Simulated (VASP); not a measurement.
Write the native input for VASP 6.6.1 that does the following.

```
Task                    : single point
Functional              : PBE
Potentials or basis     : VASP PAW PBE potentials, release 64 (Mg)
Cutoff                  : 520 eV
k mesh                  : 17 × 17 × 17
Occupations             : fermi-dirac, width 0.05 eV
Spin                    : no spin polarisation
Dipole correction       : no
k mesh for the DOS      : 26 × 26 × 26
Occupations for the DOS : tetrahedron
Further INCAR settings  : ALGO = Normal; EDIFF = 1e-06
```

The system is Mg.

```
Mg
1.0
    -1.72809    1.72809    1.72809
     1.72809   -1.72809    1.72809
     1.72809    1.72809   -1.72809
Mg
1
Direct
  0.00000 0.00000 0.00000
```

This isn't the form of Mg at room conditions, which is hcp.

These files were run (other wordings do the same):

POSCAR

```
Mg
1.0
   -1.7280914947      1.7280914947      1.7280914947
    1.7280914947     -1.7280914947      1.7280914947
    1.7280914947      1.7280914947     -1.7280914947
Mg
1
Direct
    0.0000000000      0.0000000000      0.0000000000
```

INCAR.step1

```
ALGO = Normal ; EDIFF = 1E-6
ENCUT = 520 ; GGA = PE
GGA_COMPAT = False ; ISIF = 2
ISMEAR = -1 ; LASPH = True
LCHARG = True ; LORBIT = 11
LREAL = False ; LWAVE = False
NBANDS = 7 ; NEDOS = 2001
NELM = 120 ; PREC = Accurate
SIGMA = 0.05
```

KPOINTS.step1

```
k-points
0
Gamma
  17 17 17
```

INCAR.step2

```
ALGO = Normal ; EDIFF = 1E-6
ENCUT = 520 ; GGA = PE
GGA_COMPAT = False ; ICHARG = 11
ISIF = 2 ; ISMEAR = -5
LASPH = True ; LCHARG = False
LORBIT = 11 ; LREAL = False
LWAVE = False ; NEDOS = 2001
NELM = 120 ; PREC = Accurate
SIGMA = 0.05
```

KPOINTS.step2

```
k-points
0
Gamma
  26 26 26
```

Potentials or basis: VASP PAW PBE potentials, release 64 (Mg).

Launch:

```sh
$ cat potpaw_PBE.64/Mg/POTCAR > POTCAR
$ cp INCAR.step1 INCAR
$ cp KPOINTS.step1 KPOINTS
$ mpirun -np 1 vasp_std > vasp.out
$ cp INCAR.step2 INCAR
$ cp KPOINTS.step2 KPOINTS
$ mpirun -np 1 vasp_std > vasp.out
```

Results of the run:

* Valence electrons inside the program's atomic spheres: Mg 0.37

Run time: 85 s on 1 thread of Intel Xeon 8259CL, on a shared host, peak memory 0.2 GiB.
